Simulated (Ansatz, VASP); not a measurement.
# One calculation of SbMo, two programs

The input INCAR:

```
SYSTEM = SbMo
ALGO = Normal ; EDIFF = 1E-6
ENCUT = 520 ; ISIF = 2
ISMEAR = -1 ; LASPH = .True.
LCHARG = .False. ; LREAL = .False.
LWAVE = .False. ; NBANDS = 16
NELM = 100 ; PREC = Accurate
SIGMA = 0.08
```

File KPOINTS:

```
k-points
0
Gamma
  13 13 13
  0 0 0
```

File POSCAR:

```
SbMo
1.0
    3.2628370853      0.0000000000      0.0000000000
    0.0000000000      3.2628370853      0.0000000000
    0.0000000000      0.0000000000      3.2628370853
Mo Sb
1 1
Direct
    0.0000000000      0.0000000000      0.0000000000
    0.5000000000      0.5000000000      0.5000000000
```

Input for Ansatz:

```yaml
crystal:
  lattice:
    - [3.2628370853, 0.0, 0.0]
    - [0.0, 3.2628370853, 0.0]
    - [0.0, 0.0, 3.2628370853]
  atoms:
    - { symbol: Mo, position: [0.0, 0.0, 0.0] }
    - { symbol: Sb, position: [0.5, 0.5, 0.5] }
kpoints:
  mp_grid: { grid: [13, 13, 13] }
  band_path:
    path:
      - [0.0, 0.0, 0.0]
      - [0.0, 0.5, 0.0]
      - [0.5, 0.5, 0.0]
      - [0.0, 0.0, 0.0]
      - [0.5, 0.5, 0.5]
      - [0.0, 0.5, 0.0]
      - [0.5, 0.5, 0.5]
      - [0.5, 0.5, 0.0]
    npoints: 8
scf:
  occupations: { method: fermi_dirac, width: 0.08 }
hamiltonian:
  xc: lda
  pseudopotentials: { kind: paw }
output:
  forces: true
  stress: true
  eigenvalues: true
  populations: true
  dos: { projected: true, de: 0.2, e_range: [-14, 8] }
```

Change from the starting cell: volume scaled by 1, PAW files.

Alike in both runs: task single point; functional LDA; k mesh 13 × 13 × 13; occupations fermi-dirac, width 0.08 eV; no spin polarisation.

```csv
,VASP,Ansatz
version,VASP 6.6.1,Ansatz 0.2.0
potentials or method,"VASP PAW LDA potentials, release 64 (Mo_sv, Sb)","PAW with Ansatz's default frozen-core files, scalar-relativistic"
plane-wave cutoff (eV),520,420
valence electrons in the cell,19,29
```

|  | VASP | Ansatz | Ansatz less VASP |
| --- | --- | --- | --- |
| pressure (GPa) | 0.6 | 0.0 | -0.65 |

LDA's correlation is that of Perdew and Zunger in VASP and of Perdew and Wang (1992) in Ansatz. VASP's potentials hold 19 valence electrons a cell and Ansatz's 29, so a difference there can come from the potentials and not from the codes.

Neither program's run includes spin-orbit coupling.
